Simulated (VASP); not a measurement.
A run of VASP 6.6.1 is set up as follows.

Contents of INCAR:

```
SYSTEM = MgO
PREC = Accurate
ENCUT = 600
EDIFF = 1E-6
ISMEAR = 0
SIGMA = 0.01
LREAL = .False.
LASPH = .True.
NELM = 120
ALGO = Normal
ISIF = 2
LWAVE = .False.
LCHARG = .False.
NBANDS = 11
GGA_COMPAT = .False.
```

File KPOINTS:

```
Automatic mesh
0
Gamma
  10 10 10
  0 0 0
```

The input POSCAR:

```
MgO
1.0
    0.0000000000      2.1050000000      2.1050000000
    2.1050000000      0.0000000000      2.1050000000
    2.1050000000      2.1050000000      0.0000000000
Mg O
1 1
Direct
    0.0000000000      0.0000000000      0.0000000000
    0.5000000000      0.5000000000      0.5000000000
```

Potentials or basis: VASP PAW LDA potentials, release 64 (Mg, O).

Command:

```console
$ cat potpaw_LDA.64/Mg/POTCAR potpaw_LDA.64/O/POTCAR > POTCAR
$ mpirun -np 1 vasp_std > vasp.out
```

Question: Estimate the pressure.

Answer: -7.8 GPa.

Question: Estimate the band gap on the k mesh.

Answer: 4.67 eV, direct.

LDA gaps usually lie below the measured ones, often by a third to a half.
